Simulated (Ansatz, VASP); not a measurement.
MgO: VASP beside Ansatz

File POSCAR:

```
MgO
1.0
   -0.0885418197      2.1934638427      2.1934638427
    2.1934638427     -0.0885418197      2.1934638427
    2.1934638427      2.1934638427     -0.0885418197
Mg O
1 1
Direct
   -0.0044690628     -0.0044690628     -0.0044690628
    0.2544690628      0.2544690628      0.2544690628
```

The input INCAR.step1:

```
ALGO = Normal
EDIFF = 1E-5
ENCUT = 520
GGA = PE
ISIF = 2
ISMEAR = 0
LASPH = True
LREAL = False
LWAVE = True
NBANDS = 11
NELM = 100
PREC = Accurate
SIGMA = 0.01
```

The input INCAR.step2:

```
ALGO = Normal
EDIFF = 1E-6
ENCUT = 520
GGA = PE
HFSCREEN = 0.2079
ISIF = 2
ISMEAR = 0
ISTART = 1
LASPH = True
LCHARG = True
LELF = True
LHFCALC = True
LREAL = False
LVHAR = True
LWAVE = False
NBANDS = 11
NELM = 100
PREC = Accurate
PRECFOCK = Normal
SIGMA = 0.01
```

The input KPOINTS:

```
k-points
0
Gamma
  6 6 6
```

Input for Ansatz:

```yaml
crystal:
  lattice:
    - [-0.0885418197, 2.1934638427, 2.1934638427]
    - [2.1934638427, -0.0885418197, 2.1934638427]
    - [2.1934638427, 2.1934638427, -0.0885418197]
  atoms:
    - { symbol: Mg, position: [-0.0044690628, -0.0044690628, -0.0044690628] }
    - { symbol: O, position: [0.2544690628, 0.2544690628, 0.2544690628] }
kpoints:
  mp_grid: { grid: [6, 6, 6] }
  band_path:
    path:
      - [0.0, 0.0, 0.0]
      - [-0.5, -0.5, 0.0]
      - [-0.375, -0.375, 0.25]
      - [-0.375, 0.0, 0.375]
      - [0.0, 0.0, 0.5]
      - [-0.5, -0.25, 0.25]
    npoints: 1
hamiltonian:
  xc: hse06
scf:
  occupations: { method: fixed }
  n_extra_bands: 4
output:
  forces: true
  stress: true
  eigenvalues: true
```

Change from the starting cell: shear_111 strain -5.8%.

Alike in both runs: task single point; functional HSE06; k mesh 6 × 6 × 6; no spin polarisation.

|  | VASP | Ansatz |
| --- | --- | --- |
| version | VASP 6.6.1 | Ansatz 0.2.0 |
| potentials or method | VASP PAW PBE potentials, release 64 (Mg, O) | plane waves, PAW |
| plane-wave cutoff (eV) | 520 | 420 |
| occupations | gaussian, width 0.01 eV | fixed |
| valence electrons in the cell | 8 | 16 |

VASP gave:

* gap on the k mesh at the Fermi level (eV): 5.35
* pressure (GPa): 8.2
* traceless stress, the component that is largest in VASP (GPa): 3.11

Problem. What did Ansatz give for the same quantities?

Solution. gap on the k mesh at the Fermi level (eV): 5.38; pressure (GPa): 8.2; traceless stress, the component that is largest in VASP (GPa): 3.07.

VASP's potentials hold 8 valence electrons a cell and Ansatz's 16, so a difference there can come from the potentials and not from the codes. Ansatz's warnings: stress exchange threshold loose, stress scf threshold loose.
